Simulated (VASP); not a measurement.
Here is a VASP 6.6.1 calculation.

Contents of INCAR:

```
SYSTEM = TiO
PREC = Accurate ; ENCUT = 520
EDIFF = 1E-7 ; ISMEAR = 0
SIGMA = 0.1 ; LREAL = .FALSE.
LASPH = .TRUE. ; NELM = 100
ALGO = Normal ; ISIF = 2
LWAVE = .FALSE. ; LCHARG = .TRUE.
GGA = PS ; LELF = .TRUE.
LVHAR = .TRUE. ; NBANDS = 36
```

Contents of KPOINTS:

```
regular mesh
0
G
  1 1 1
  0 0 0
```

File POSCAR:

```
TiO
1.0
    4.8290813707      0.0000000000      0.0000000000
   -2.4145406853      4.1821071439      0.0000000000
    0.0000000000      0.0000000000      3.2038290177
Ti O
3 3
Direct
    0.6666666667      0.3333333333      0.5000000000
    0.3333333333      0.6666666667      0.5000000000
    0.0000000000      0.0000000000      0.0000000000
    0.6194792460      0.6194792460      0.0000000000
    0.3805207540      0.0000000000      0.0000000000
    0.0000000000      0.3805207540      0.0000000000
```

Potentials or basis: VASP PAW PBE potentials, release 64 (Ti_sv, O).

Command:

```bash
$ cat potpaw_PBE.64/Ti_sv/POTCAR potpaw_PBE.64/O/POTCAR > POTCAR
$ mpirun -np 1 vasp_gam > vasp.out
```

Problem. Predict the band gap on the k mesh.

Solution. 0.17 eV.

Problem. Predict the largest force.

Solution. 0.071 eV/Å.

Stress tensor (GPa, compression positive):
```
0.60 0.00 0.00
0.00 0.60 0.00
0.00 0.00 0.90
```

Caveat: the k points lie up to 1.96 Å⁻¹ apart; the PAW data sets were made with another functional, which shifts forces and pressure a little. A k mesh can miss the band edges.
